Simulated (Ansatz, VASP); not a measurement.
**Li2TaO2: VASP beside Ansatz**

```
Li Ta O
1.0
     3.91867    0.00000    0.00000
    -1.95933    3.39367    0.00000
     0.00000    0.00000    3.66446
Li Ta O
2 1 2
Direct
  0.33333 0.66667 0.50000
  0.66667 0.33333 0.50000
  0.00000 0.00000 0.00000
  0.33333 0.66667 0.00000
  0.66667 0.33333 0.00000
```

Alike in both runs: task relaxation of cell and atoms; functional PBE; k mesh 12 × 12 × 10; occupations gaussian, width 0.1 eV; no spin polarisation.

```csv
,VASP,Ansatz
version,VASP 6.6.1,Ansatz 0.2.0
potentials or method,"VASP PAW PBE potentials, release 64 (Li_sv, Ta_pv, O), cutoff 600 eV","scalar-relativistic, plane waves, PAW"
valence electrons in the cell,29,31
```

Ansatz gave:

* gap on the k mesh at the Fermi level, each at its own relaxed structure (eV): none
* relaxed volume (Å³/atom): 9.74
* relaxed cell length with the largest relative difference (Å): 3.660

Q: Which values does VASP return?

A: gap on the k mesh at the Fermi level, each at its own relaxed structure (eV): none; relaxed volume (Å³/atom): 9.75; relaxed cell length with the largest relative difference (Å): 3.664.

A gap of «none» marks a metal or a gap that the smearing closes. VASP's potentials hold 29 valence electrons a cell and Ansatz's 31, so a difference there can come from the potentials and not from the codes.

Neither program's run includes spin-orbit coupling. Noted on VASP's run: the cutoff is short for stress, so the pressure is rough; the relaxation stopped at its first step, so nothing moved.
